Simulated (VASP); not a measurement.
# Nb3WC4 (P-6m2) in VASP: further runs, part 2 of 2

VASP 6.6.1. The steps go on from the part before.

**3. Single point, PBE**

This run uses another cell than the first one, of 11.02 Å³/atom.

Input file INCAR:

```
PREC     = Accurate       # precision mode
ENCUT    = 600            # plane-wave cutoff, eV
EDIFF    = 1E-6           # SCF threshold, eV
ISMEAR   = 0              # smearing method
SIGMA    = 0.2            # smearing width, eV
LREAL    = F              # projectors in reciprocal space
LASPH    = T              # aspherical terms in the spheres
NELM     = 120            # most SCF steps
ALGO     = Normal         # electronic algorithm
ISIF     = 2              # what is computed and relaxed
LWAVE    = F              # write WAVECAR
LCHARG   = T              # write CHGCAR
GGA      = PE             # functional
LELF     = T              # ELF
LVHAR    = T            
NBANDS   = 44             # bands
GGA_COMPAT= F
```

Input file KPOINTS:

```
Automatic mesh
0
Gamma
  5 5 2
```

Input file POSCAR:

```
Nb3WC4
1.0
    3.0678494720      0.0000000000      0.0000000000
   -1.5339247360      2.6568355777      0.0000000000
    0.0000000000      0.0000000000     10.8140025850
Nb W C
3 1 4
Direct
    0.6666666667      0.3333333333      0.5000000000
    0.3333333333      0.6666666667      0.2523999165
    0.3333333333      0.6666666667      0.7476000835
    0.6666666667      0.3333333333      0.0000000000
    0.0000000000      0.0000000000      0.1191061766
    0.0000000000      0.0000000000      0.6259562819
    0.0000000000      0.0000000000      0.3740437181
    0.0000000000      0.0000000000      0.8808938234
```

Potentials or basis: VASP PAW PBE potentials, release 64 (Nb_sv, W_sv, C).

Command:

```console
$ cat potpaw_PBE.64/Nb_sv/POTCAR potpaw_PBE.64/W_sv/POTCAR potpaw_PBE.64/C/POTCAR > POTCAR
$ mpirun -np 1 vasp_std > vasp.out
```

OUTCAR:

```text
PREC = Accurate
   ENCUT = 600
   EDIFF = 1E-6
   ISMEAR = 0
   LREAL = F
   LASPH = T
   NELM = 120
   ISIF = 2
   GGA = PE

 ion  position               nearest neighbor table
   1  0.667  0.333  0.500-   6 2.23   7 2.23   6 2.23   7 2.23   6 2.23   7 2.23
   2  0.333  0.667  0.252-   7 2.21   7 2.21   7 2.21   5 2.28   5 2.28   5 2.28   4 3.25   4 3.25
                             4 3.25
   3  0.333  0.667  0.748-   6 2.21   6 2.21   6 2.21   8 2.28   8 2.28   8 2.28   4 3.25   4 3.25
                             4 3.25
   4  0.667  0.333  0.000-   5 2.19   8 2.19   5 2.19   8 2.19   5 2.19   8 2.19   2 3.25   3 3.25
                             2 3.25   3 3.25   2 3.25   3 3.25
   5  0.000  0.000  0.119-   4 2.19   4 2.19   4 2.19   2 2.28   2 2.28   2 2.28
   6  0.000  0.000  0.626-   3 2.21   3 2.21   3 2.21   1 2.23   1 2.23   1 2.23
   7  0.000  0.000  0.374-   2 2.21   2 2.21   2 2.21   1 2.23   1 2.23   1 2.23
   8  0.000  0.000  0.881-   4 2.19   4 2.19   4 2.19   3 2.28   3 2.28   3 2.28

  LATTYP: Found a hexagonal cell.
 ALAT       =     3.0678494720
 C/A-ratio  =     3.5249456284

  Lattice vectors:

 A1 = (   3.0678494720,   0.0000000000,   0.0000000000)
 A2 = (  -1.5339247360,   2.6568355777,   0.0000000000)
 A3 = (   0.0000000000,   0.0000000000,  10.8140025850)

Analysis of symmetry for initial positions (statically):
=====================================================================
 Subroutine PRICEL returns:
 Original cell was already a primitive cell.

 Routine SETGRP: Setting up the symmetry group for a
 hexagonal supercell.

 Subroutine GETGRP returns: Found 12 space group operations
 (whereof 12 operations were pure point group operations)
 out of a pool of 24 trial point group operations.

The static configuration has the point symmetry D_3h.

Analysis of symmetry for dynamics (positions and initial velocities):
=====================================================================
[... 131 lines left out ...]
   LORBIT       =      0    0 simple, 1 ext, 2 COOP (PROOUT), +10 PAW based schemes
   GGA     = PE    functional components
   LHFCALC =     F    Hartree Fock is set to
   AEXX    =    0.0000 exact exchange contribution
   IVDW    =     0    specifies the selected vdW correction
   LEPSILON=     F    determine dielectric tensor
   LRPA    =     F    only Hartree local field effects (RPA)
 non-spin polarized calculation
 Gauss-broadening in eV      SIGMA  =   0.20
  energy-cutoff  :      600.00
  volume of cell :       88.14
 maximum number of plane-waves:      2970
 NGX is ok and might be reduce to    28
   NGX = 13   NGY = 13   NGZ = 43

 number of electron      69.0000001 magnetization

 Free energy of the ion-electron system (eV)
  ---------------------------------------------------
  ext. energy  EPLUGINS =         0.00000000
  ---------------------------------------------------
  free energy    TOTEN  =       -82.97758383 eV

  energy without entropy =      -82.89658296  energy(sigma->0) =      -82.93708340

 E-fermi :  12.0915     XC(G=0): -13.2291

 val. band max:       12.0328678199   @ k =   0.4000   0.0000   0.0000
 cond. band min:      12.1481433209   @ k =   0.0000   0.0000   0.5000
 fundamental gap:      0.1152755010
 Fermi energy:        12.0915350426

 k-point     1 :       0.0000    0.0000    0.0000
  band No.  band energies     occupation
      1     -62.6184      2.00000
      2     -43.3796      2.00000
      3     -43.3696      2.00000
      4     -43.2703      2.00000
      5     -26.8643      2.00000
      6     -26.6293      2.00000
[... 459 lines left out ...]
     43      16.3219      0.00000
     44      16.6342      0.00000

------------------------ aborting loop because EDIFF is reached ----------------------------------------

  FORCE on cell =-STRESS in cart. coord.  units (eV):
  Direction    XX          YY          ZZ          XY          YZ          ZX
  --------------------------------------------------------------------------------------
  -------------------------------------------------------------------------------------
  Total       -0.2053875     -0.2053875      0.2690004      0.0000000      0.0000000      0.0000000
  in kB       -3.7333567     -3.7333567      4.8896555      0.0000000      0.0000000      0.0000000
  external PRESSURE =      -0.8590193 kB  Pullay stress =       0.0000000 kB

 VOLUME and BASIS-vectors are now :
 -----------------------------------------------------------------------------
  energy-cutoff  :      600.00
  volume of cell :       88.14
      direct lattice vectors                 reciprocal lattice vectors
     3.067849472  0.000000000  0.000000000     0.325961234  0.188193806  0.000000000
    -1.533924736  2.656835578  0.000000000     0.000000000  0.376387613  0.000000000
     0.000000000  0.000000000 10.814002585     0.000000000  0.000000000  0.092472698

 POSITION                                       TOTAL-FORCE (eV/Angst)
 -----------------------------------------------------------------------------------
      1.53392      0.88561      5.40700         0.000000     -0.000000      0.000000
     -0.00000      1.77122      2.72945         0.000000      0.000000     -0.005471
     -0.00000      1.77122      8.08455         0.000000      0.000000      0.005471
      1.53392      0.88561      0.00000        -0.000000     -0.000000      0.000000
      0.00000      0.00000      1.28801        -0.000000     -0.000000      0.060136
      0.00000      0.00000      6.76909        -0.000000     -0.000000     -0.010917
      0.00000      0.00000      4.04491        -0.000000     -0.000000      0.010917
      0.00000      0.00000      9.52599        -0.000000     -0.000000     -0.060136
 -----------------------------------------------------------------------------------
    total drift:                                0.000000     -0.000000     -0.000000

  FREE ENERGIE OF THE ION-ELECTRON SYSTEM (eV)
  ---------------------------------------------------
  free  energy   TOTEN  =       -82.9775838320 eV

  energy  without entropy=      -82.8965829621  energy(sigma->0) =      -82.93708340
```

stdout:

```text
POSCAR found type information on POSCAR NbW C
 POSCAR found :  3 types and       8 ions
 scaLAPACK will be used
 LDA part: xc-table for (Slater+PW92), standard interpolation
 POSCAR, INCAR and KPOINTS ok, starting setup
 FFT: planning ... GRIDC
 FFT: planning ... GRID_SOFT
 FFT: planning ... GRID
 WAVECAR not read
 entering main loop
```

It took 3.2 min on 1 thread of AMD EPYC 7R13, shared host; peak memory 0.24 GiB.

What came out:

```
Free energy            : -82.9776 eV
Pressure               : -0.1 GPa
Largest force          : 0.060 eV/Å
Band gap on the k mesh : zero (an odd number of electrons rules out a gap without spin polarisation)
```

Forces on the atoms (eV/Å):
```
Nb   0.000  0.000  0.000
Nb   0.000  0.000 -0.005
Nb   0.000  0.000  0.005
W    0.000  0.000  0.000
C    0.000  0.000  0.060
C    0.000  0.000 -0.011
C    0.000  0.000  0.011
C    0.000  0.000 -0.060
```

Levels at points of the mesh, in eV from the Fermi level:
| k point | band 32 | band 33 | band 34 | band 35 | band 36 | band 37 |
| --- | --- | --- | --- | --- | --- | --- |
| (0.00, 0.00, 0.00) | -1.88 | -0.72 | -0.72 | 0.26 | 0.26 | 0.75 |
| (0.00, 0.00, 0.50) | -2.64 | 0.06 | 0.06 | 0.37 | 0.37 | 0.73 |

Caveat: the k points lie up to 0.47 Å⁻¹ apart, too coarse for converged energies and pressures of a metal; spin-orbit coupling is left out, which moves the levels of the heavy elements.
